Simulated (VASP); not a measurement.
# H4WC16 in VASP: relaxation of the atoms with PBE

Aim: the relaxation of the atoms of H4WC16 with PBE.

All numbers are computed with VASP 6.6.1; they aren't measurements. Logs are shortened: lines on timing, memory, paths and dates and some standing lists are left out, and cuts for length are marked.

## 1. The cell of the first run

The cell holds a slab with vacuum, 21 atoms: a = 5.049 Å, b = 5.049 Å, c = 14.676 Å, α = 90.00°, β = 90.00°, γ = 60.00°.

## 2. Relaxation of the atoms, PBE

Contents of INCAR:

```
SYSTEM = H4WC16
ALGO = Normal
EDIFF = 1E-7
EDIFFG = -0.03
ENCUT = 520
GGA = PE
GGA_COMPAT = .FALSE.
IBRION = 2
ISIF = 2
ISMEAR = 0
LASPH = .TRUE.
LCHARG = .FALSE.
LREAL = .FALSE.
LWAVE = .FALSE.
NELM = 120
NELMDL = -8
NELMIN = 4
NSW = 80
PREC = Accurate
SIGMA = 0.02
```

Contents of KPOINTS:

```
k-points
0
G
  3 3 1
  0 0 0
```

Contents of POSCAR:

```
H4WC16
1.0
    5.0487420000      0.0000000000      0.0000000000
    2.5243710000      4.3723390000      0.0000000000
    0.0000000000      0.0000000000     14.6764260000
H C W
4 16 1
Selective dynamics
Direct
    0.1666666800      0.1666666700      0.0681364800  F F F
    0.6666667300      0.1666666700      0.0681364800  F F F
    0.1666666900      0.6666667000      0.0681364800  F F F
    0.6666667300      0.6666667000      0.0681364800  F F F
    0.1666666800      0.1666666700      0.1430866100  F F F
    0.6666667300      0.1666666700      0.1430866100  F F F
    0.1666666900      0.6666667000      0.1430866100  F F F
    0.6666667300      0.6666667000      0.1430866100  F F F
   -0.1666666700      0.3333333500      0.1781963200  F F F
    0.3333333700      0.3333333500      0.1781963200  F F F
   -0.1666666600      0.8333333700      0.1781963200  F F F
    0.3333333800      0.8333333700      0.1781963200  F F F
   -0.1666666700      0.3333333500      0.2835254600  T T T
    0.3333333700      0.3333333500      0.2835254600  T T T
   -0.1666666600      0.8333333700      0.2835254600  T T T
    0.3333333800      0.8333333700      0.2835254600  T T T
    0.0000000000      0.0000000000      0.3186351800  T T T
    0.5000000400      0.0000000000      0.3186351800  T T T
    0.0000000100      0.5000000200      0.3186351800  T T T
    0.5000000500      0.5000000200      0.3186351800  T T T
    0.5555556200      1.0555556000      0.4814813600  T T T
```

Potentials or basis: VASP PAW PBE potentials, release 64 (H, C, W_sv).

Run with:

```
$ cat potpaw_PBE.64/H/POTCAR potpaw_PBE.64/C/POTCAR potpaw_PBE.64/W_sv/POTCAR > POTCAR
$ mpirun -np 1 vasp_std > vasp.out
```

OUTCAR:

```text
SYSTEM = H4WC16
   EDIFF = 1E-7
   EDIFFG = -0.03
   ENCUT = 520
   GGA = PE
   IBRION = 2
   ISIF = 2
   ISMEAR = 0
   LASPH = .TRUE.
   LREAL = .FALSE.
   NELM = 120
   NELMDL = -8
   NELMIN = 4
   NSW = 80
   PREC = Accurate

 ion  position               nearest neighbor table
   1  0.167  0.167  0.068-   5 1.10
   2  0.667  0.167  0.068-   6 1.10
   3  0.167  0.667  0.068-   7 1.10
   4  0.667  0.667  0.068-   8 1.10
   5  0.167  0.167  0.143-   1 1.10  12 1.55   9 1.55  10 1.55
   6  0.667  0.167  0.143-   2 1.10   9 1.55  11 1.55  10 1.55
   7  0.167  0.667  0.143-   3 1.10  11 1.55  10 1.55  12 1.55
   8  0.667  0.667  0.143-   4 1.10  11 1.55  12 1.55   9 1.55
   9  0.833  0.333  0.178-   6 1.55   5 1.55  13 1.55   8 1.55
  10  0.333  0.333  0.178-  14 1.55   7 1.55   6 1.55   5 1.55
  11  0.833  0.833  0.178-   8 1.55   6 1.55   7 1.55  15 1.55
  12  0.333  0.833  0.178-   5 1.55   8 1.55  16 1.55   7 1.55
  13  0.833  0.333  0.284-  20 1.55   9 1.55  19 1.55  17 1.55
  14  0.333  0.333  0.284-  10 1.55  20 1.55  18 1.55  19 1.55
  15  0.833  0.833  0.284-  17 1.55  18 1.55  11 1.55  19 1.55
  16  0.333  0.833  0.284-  18 1.55  12 1.55  20 1.55  17 1.55
  17  0.000  0.000  0.319-  15 1.55  13 1.55  16 1.55
  18  0.500  0.000  0.319-  16 1.55  15 1.55  14 1.55  21 2.44
  19  0.000  0.500  0.319-  13 1.55  15 1.55  14 1.55
  20  0.500  0.500  0.319-  13 1.55  14 1.55  16 1.55
  21  0.556  0.056  0.481-  18 2.44

  LATTYP: Found a hexagonal cell.
 ALAT       =     5.0487421480
 C/A-ratio  =     2.9069470315

  Lattice vectors:

 A1 = (  -2.5243710000,  -4.3723390000,   0.0000000000)
 A2 = (   5.0487420000,   0.0000000000,   0.0000000000)
 A3 = (   0.0000000000,   0.0000000000,  14.6764260000)

Analysis of symmetry for initial positions (statically):
=====================================================================
 Subroutine PRICEL returns:
 Original cell was already a primitive cell.

 Routine SETGRP: Setting up the symmetry group for a
 hexagonal supercell.

 Subroutine GETGRP returns: Found  2 space group operations
 (whereof  1 operations were pure point group operations)
 out of a pool of 24 trial point group operations.

The static configuration has the point symmetry C_1 .
 The point group associated with its full space group is C_1h.

Analysis of symmetry for dynamics (positions and initial velocities):
=====================================================================
 Subroutine PRICEL returns:
 Original cell was already a primitive cell.

 Routine SETGRP: Setting up the symmetry group for a
 hexagonal supercell.

 Subroutine GETGRP returns: Found  2 space group operations
 (whereof  1 operations were pure point group operations)
 out of a pool of 24 trial point group operations.

The dynamic configuration has the point symmetry C_1 .
 The point group associated with its full space group is C_1h.

Analysis of constrained symmetry for selective dynamics:
=====================================================================
 Subroutine PRICEL returns:
 Original cell was already a primitive cell.

 Routine SETGRP: Setting up the symmetry group for a
 hexagonal supercell.

 Subroutine GETGRP returns: Found  2 space group operations
 (whereof  1 operations were pure point group operations)
 out of a pool of 24 trial point group operations.

The constrained configuration has the point symmetry C_1 .
 The point group associated with its full space group is C_1h.

 Subroutine INISYM returns: Found  2 space group operations
 (whereof  1 operations are pure point group operations),
 and found     1 'primitive' translations

----------------------------------------------------------------------------------------

                                     Primitive cell

  volume of cell :     323.9793

  direct lattice vectors                    reciprocal lattice vectors
     5.048742000  0.000000000  0.000000000     0.198069143 -0.114355268  0.000000000
     2.524371000  4.372339000  0.000000000     0.000000000  0.228710537  0.000000000
     0.000000000  0.000000000 14.676426000     0.000000000  0.000000000  0.068136480

  length of vectors
     5.048742000  5.048742148 14.676426000     0.228710544  0.228710537  0.068136480

  position of ions in fractional coordinates (direct lattice)
     0.166666680  0.166666670  0.068136480
     0.666666730  0.166666670  0.068136480
     0.166666690  0.666666700  0.068136480
     0.666666730  0.666666700  0.068136480
     0.166666680  0.166666670  0.143086610
     0.666666730  0.166666670  0.143086610
[... 13 lines left out ...]
     0.500000050  0.500000020  0.318635180
     0.555555620  0.055555600  0.481481360

  ion indices of the primitive-cell ions
   primitive index   ion index
                 1           1
                 2           2
                 3           3
                 4           4
                 5           5
                 6           6
[... 13 lines left out ...]
                20          20
                21          21

----------------------------------------------------------------------------------------

 KPOINTS: k-points

Automatic generation of k-mesh.
 Grid dimensions read from file:
 generate k-points for:    3    3    1

 Generating k-lattice:

  Cartesian coordinates                     Fractional coordinates (reciprocal lattice)
     0.066023048 -0.038118423  0.000000000     0.333333333 -0.000000000  0.000000000
     0.000000000  0.076236846  0.000000000     0.000000000  0.333333333  0.000000000
     0.000000000  0.000000000  0.068136480     0.000000000  0.000000000  1.000000000

  Length of vectors
     0.076236848  0.076236846  0.068136480

  Shift w.r.t. Gamma in fractional coordinates (k-lattice)
     0.000000000  0.000000000  0.000000000

 Subroutine IBZKPT returns following result:
 ===========================================

 Found      4 irreducible k-points:

 Following reciprocal coordinates:
            Coordinates               Weight
  0.000000  0.000000  0.000000      1.000000
  0.333333  0.000000  0.000000      4.000000
  0.333333  0.333333  0.000000      2.000000
 -0.333333  0.333333  0.000000      2.000000
   k-points           NKPTS =      4   k-points in BZ     NKDIM =      4   number of bands    NBANDS=     52
   number of dos      NEDOS =    301   number of ions     NIONS =     21
   total plane-waves  NPLWV = 179200
   dimension x,y,z NGX =    40 NGY =   40 NGZ =  112
   dimension x,y,z NGXF=    80 NGYF=   80 NGZF=  224
   ions per type =               4  16   1
   NGX,Y,Z   is equivalent  to a cutoff of  13.17, 13.17, 12.69 a.u.
   NGXF,Y,Z  is equivalent  to a cutoff of  26.34, 26.34, 25.37 a.u.
 SYSTEM =  H4WC16
   PREC   = accura    normal or accurate (medium, high low for compatibility)
   ISTART =      0    job   : 0-new  1-cont  2-samecut
   ICHARG =      2    charge: 1-file 2-atom 10-const
   ISPIN  =      1    spin polarized calculation?
   LNONCOLLINEAR =      F non collinear calculations
   LSORBIT =      F    spin-orbit coupling
   LASPH  =      T    aspherical Exc in radial PAW
   ENCUT  =  520.0 eV  38.22 Ry    6.18 a.u.   9.39  9.39 27.29*2*pi/ulx,y,z
   NELM   =    120;   NELMIN=  4; NELMDL= -8     # of ELM steps
   EDIFF  = 0.1E-06   stopping-criterion for ELM
   LREAL  =      F    real-space projection
   EDIFFG = -.3E-01   stopping-criterion for IOM
   NSW    =     80    number of steps for IOM
   IBRION =      2    ionic relax: 0-MD 1-quasi-New 2-CG
   NFREE  =      1    steps in history (QN), initial steepest desc. (CG)
   ISIF   =      2    stress and relaxation
   ISYM   =      2    0-nonsym 1-usesym 2-fastsym
   POTIM  = 0.5000    time-step for ionic-motion
   TEBEG  =    0.0;   TEEND  =   0.0 temperature during run
   PSTRESS=    0.0 pullay stress
   NELECT =      82.0000    total number of electrons
   NUPDOWN=      -1.0000    fix difference up-down
   EMIN   =  10.00;   EMAX   =-10.00  energy-range for DOS
   EFERMI =   0.00;   METHOD = LEGACY
   ISMEAR =     0;   SIGMA  =   0.02  broadening in eV -4-tet -1-fermi 0-gaus
   EFERMI_NEDOS =   21; number of points for ismear=-14 and -15
   IALGO  =     38    algorithm
   IMIX   =      4    mixing-type and parameters
     AMIX     =   0.40;   BMIX     =  1.00
     AMIX_MAG =   1.60;   BMIX_MAG =  1.00
  volume/ion in A,a.u.               =      15.43       104.11
  Fermi-wavevector in a.u.,A,eV,Ry     =   1.035556  1.956917 14.590570  1.072377
  Thomas-Fermi vector in A             =   2.169905
   LORBIT       =      0    0 simple, 1 ext, 2 COOP (PROOUT), +10 PAW based schemes
   GGA     = PE    functional components
   LHFCALC =     F    Hartree Fock is set to
   AEXX    =    0.0000 exact exchange contribution
   IVDW    =     0    specifies the selected vdW correction
   LEPSILON=     F    determine dielectric tensor
   LRPA    =     F    only Hartree local field effects (RPA)
 conjugate gradient relaxation of ions
 non-spin polarized calculation
 Gauss-broadening in eV      SIGMA  =   0.02
  energy-cutoff  :      520.00
  volume of cell :      323.98
 maximum number of plane-waves:      8731
 NGX is ok and might be reduce to    40
   NGX = 19   NGY = 19   NGZ = 55

--------------------------------------- Ionic step        1  -------------------------------------------

 number of electron      82.0000003 magnetization

 Free energy of the ion-electron system (eV)
  ---------------------------------------------------
  ext. energy  EPLUGINS =         0.00000000
  ---------------------------------------------------
  free energy    TOTEN  =      -158.34087646 eV

  energy without entropy =     -158.33793219  energy(sigma->0) =     -158.33940433

------------------------ aborting loop because EDIFF is reached ----------------------------------------

  FORCE on cell =-STRESS in cart. coord.  units (eV):
  Direction    XX          YY          ZZ          XY          YZ          ZX
  --------------------------------------------------------------------------------------
  -------------------------------------------------------------------------------------
  Total       -4.7371103     -4.8747434    -16.5895078      0.1191935      0.6437935      1.1150833
  in kB      -23.4264651    -24.1071035    -82.0402111      0.5894485      3.1837565      5.5144293
  external PRESSURE =     -43.1912599 kB  Pullay stress =       0.0000000 kB
[... 146 lines left out ...]
  FREE ENERGIE OF THE ION-ELECTRON SYSTEM (eV)
  ---------------------------------------------------
  free  energy   TOTEN  =      -159.6966536689 eV

  energy  without entropy=     -159.6899416655  energy(sigma->0) =     -159.69329767

[... ionic steps 4 to 31 ...]

--------------------------------------- Ionic step       32  -------------------------------------------

 number of electron      82.0000003 magnetization

------------------------ aborting loop because EDIFF is reached ----------------------------------------
[... 105 lines left out ...]
--------------------------------------- Ionic step       34  -------------------------------------------

 number of electron      82.0000003 magnetization

 Free energy of the ion-electron system (eV)
  ---------------------------------------------------
  ext. energy  EPLUGINS =         0.00000000
  ---------------------------------------------------
  free energy    TOTEN  =      -163.07357441 eV

  energy without entropy =     -163.07101597  energy(sigma->0) =     -163.07229519

 E-fermi :   1.5374     XC(G=0):  -6.2285

 val. band max:        1.4665469517   @ k =  -0.3333   0.3333   0.0000
 cond. band min:       1.5374810505   @ k =  -0.3333   0.3333   0.0000
 fundamental gap:      0.0709340988
 Fermi energy:         1.5373874423

 k-point     1 :       0.0000    0.0000    0.0000
  band No.  band energies     occupation
      1     -73.3516      2.00000
      2     -37.6384      2.00000
      3     -37.6265      2.00000
      4     -37.6264      2.00000
      5     -19.4971      2.00000
      6     -16.8207      2.00000
[... 44 lines left out ...]
     51       6.5057      0.00000
     52       6.6593      0.00000

 k-point     2 :       0.3333    0.0000    0.0000
  band No.  band energies     occupation
      1     -73.3516      2.00000
      2     -37.6383      2.00000
      3     -37.6269      2.00000
      4     -37.6266      2.00000
      5     -18.8321      2.00000
      6     -16.8686      2.00000
[... 44 lines left out ...]
     51       7.0164      0.00000
     52       7.0537      0.00000

 k-point     3 :       0.3333    0.3333    0.0000
  band No.  band energies     occupation
      1     -73.3516      2.00000
      2     -37.6383      2.00000
      3     -37.6269      2.00000
      4     -37.6265      2.00000
      5     -18.8321      2.00000
      6     -16.8683      2.00000
[... 44 lines left out ...]
     51       7.0161      0.00000
     52       7.0529      0.00000

 k-point     4 :      -0.3333    0.3333    0.0000
  band No.  band energies     occupation
      1     -73.3516      2.00000
      2     -37.6383      2.00000
      3     -37.6269      2.00000
      4     -37.6269      2.00000
      5     -17.6195      2.00000
      6     -17.5811      2.00000
[... 92 lines left out ...]
  FREE ENERGIE OF THE ION-ELECTRON SYSTEM (eV)
  ---------------------------------------------------
  free  energy   TOTEN  =      -163.0735744116 eV

  energy  without entropy=     -163.0710159734  energy(sigma->0) =     -163.07229519

 reached required accuracy - stopping structural energy minimisation
```

Run time: 81 min. Hardware: 1 thread of AMD EPYC 7R13, shared host; peak memory 0.49 GiB.

What came out:

- Free energy: -163.0736 eV
- Energy gained by relaxing: 225.4 meV/atom
- Ionic steps: 34
- Band gap on the k mesh: zero (bands 41 and 42 overlap by 0.04 eV)

The path:
```
step  energy change (eV)  largest force on free atoms (eV/Å)  pressure (GPa)
   1              0.0000                              5.0982           -4.32
   2             -1.0935                              3.0969           -2.41
   3             -1.3558                              3.7329           -3.28
   4             -2.0496                              2.6068           -2.64
   5             -2.0507                              2.3632           -2.70
   6             -2.7277                              3.0854           -2.92
   7             -2.9721                              3.7473           -2.68
   8             -3.2112                              3.4504           -2.51
   9             -3.3999                              3.3469           -1.90
  10             -3.7796                              2.7667           -1.72
  11             -4.1922                              1.7914           -0.95
  12             -4.3475                              1.3349           -0.92
  13             -4.4393                              1.8755           -0.79
  14             -4.5499                              0.9637           -0.60
  15             -4.6250                              0.8396           -0.24
  16             -4.6619                              0.5631           -0.18
  17             -4.6630                              0.6064           -0.16
  18             -4.6768                              0.3746           -0.16
  19             -4.6873                              0.4893           -0.13
  20             -4.6980                              0.2322           -0.12
  21             -4.7033                              0.3146           -0.10
  22             -4.7120                              0.2236           -0.09
  23             -4.7163                              0.3947           -0.07
  24             -4.7238                              0.2769           -0.09
  25             -4.7276                              0.1979           -0.11
  26             -4.7304                              0.1143           -0.16
  27             -4.7307                              0.1345           -0.18
  28             -4.7316                              0.0638           -0.23
  29             -4.7316                              0.0873           -0.25
  30             -4.7321                              0.0474           -0.28
  31             -4.7323                              0.0614           -0.32
  32             -4.7326                              0.0351           -0.33
  33             -4.7326                              0.0454           -0.33
  34             -4.7327                              0.0237           -0.33
```

Final structure:
```
CELL_PARAMETERS angstrom
5.04874 0.00000 0.00000
2.52437 4.37234 0.00000
0.00000 0.00000 14.67643
ATOMIC_POSITIONS crystal
H 0.16667 0.16667 0.06814
H 0.66667 0.16667 0.06814
H 0.16667 0.66667 0.06814
H 0.66667 0.66667 0.06814
C 0.16667 0.16667 0.14309
C 0.66667 0.16667 0.14309
C 0.16667 0.66667 0.14309
C 0.66667 0.66667 0.14309
C 0.83333 0.33333 0.17820
C 0.33333 0.33333 0.17820
C 0.83333 0.83333 0.17820
C 0.33333 0.83333 0.17820
C 0.83651 0.33651 0.28387
C 0.32697 0.33648 0.28385
C 0.83648 0.82697 0.28385
C 0.33327 0.83327 0.29328
C 0.99681 0.00175 0.31907
C 0.50146 0.00146 0.31903
C 0.00003 0.50003 0.31326
C 0.50175 0.49681 0.31907
W 0.66621 0.16621 0.41932
```

Levels at points of the mesh, in eV from the Fermi level:
```
           k point  band 37  band 38  band 39  band 40  band 41  band 42  band 43  band 44  band 45  band 46
(0.00, 0.00, 0.00)    -2.42    -1.54    -1.53    -1.35     0.04     0.04     0.15     1.05     2.21     2.29
```

Caveat: the k points lie up to 0.48 Å⁻¹ apart; there is no dipole correction, which matters where the two faces differ; spin-orbit coupling is left out, which moves the levels of the heavy elements.

The gap in the log of VASP goes by the Fermi energy; the results here count the filled bands.